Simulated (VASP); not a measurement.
Runs of VASP 6.6.1 on Si. The structure is that of space group Fd-3m (No. 227), or close to it. The cells are those of the table. 

```csv
cell,gap on the mesh (eV),pressure (GPa),largest force (eV/Å)
"a = 3.840, b = 3.850 Å, angles 59.9, 59.8, 59.9°, 2 atoms",0.58,1.9,0.05
"a = 3.840, b = 3.845 Å, angles 60.0°, 2 atoms",0.58,1.9,0.02
"a = 3.840, b = 3.864 Å, angles 59.8, 59.6, 59.8°, 2 atoms",0.56,2.0,(a)
"a = 3.840, b = 3.855 Å, angles 59.9, 59.8, 59.9°, 2 atoms",0.57,1.9,0.07
"a = 3.840, b = 3.874 Å, angles 59.7, 59.4, 59.7°, 2 atoms",(b),2.0,0.17
```

Alike in all rows: task single point; level PBE; potentials or basis VASP PAW PBE potentials, release 64 (Si); no spin polarisation; k mesh 10 × 10 × 10; cutoff (eV) 520; smearing gaussian 0.05 eV.

Problem. Estimate the missing entries.

Solution. (a) 0.12; (b) 0.55.

A k mesh can miss the band edges.
